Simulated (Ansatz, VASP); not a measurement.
**One calculation of MgS, two programs**

```
Mg S
1.0
     2.74478   -3.33488    0.00000
     2.74478    3.33488    0.00000
    -2.50071    0.00000    4.98496
Mg S
2 2
Direct
  0.78957 0.79575 0.77689
  0.20425 0.21043 0.22311
  0.56421 0.19621 0.61793
  0.80379 0.43579 0.38207
```

Alike in both runs: task relaxation of cell and atoms; functional PBE; k mesh 4 × 4 × 4; occupations gaussian, width 0.1 eV; no spin polarisation.

|  | VASP | Ansatz |
| --- | --- | --- |
| version | VASP 6.6.1 | Ansatz 0.2.0 |
| potentials or method | VASP PAW PBE potentials, release 64 (Mg, S), cutoff 600 eV | scalar-relativistic, plane waves, PAW |
| valence electrons in the cell | 16 | 32 |

|  | VASP | Ansatz | Ansatz less VASP |
| --- | --- | --- | --- |
| gap on the k mesh at the Fermi level, each at its own relaxed structure (eV) | 2.72 | 2.72 | +0.005 |
| relaxed volume (Å³/atom) | 17.79 | 17.90 | +0.112 |
| relaxed length of the cell vector where the two differ most in proportion (Å) | 5.201 | 5.215 | +0.0138 |

VASP's potentials hold 16 valence electrons a cell and Ansatz's 32, so a difference there can come from the potentials and not from the codes.

Noted on VASP's run: the volume moved by over 15 % at a fixed basis, so the end points are rough.
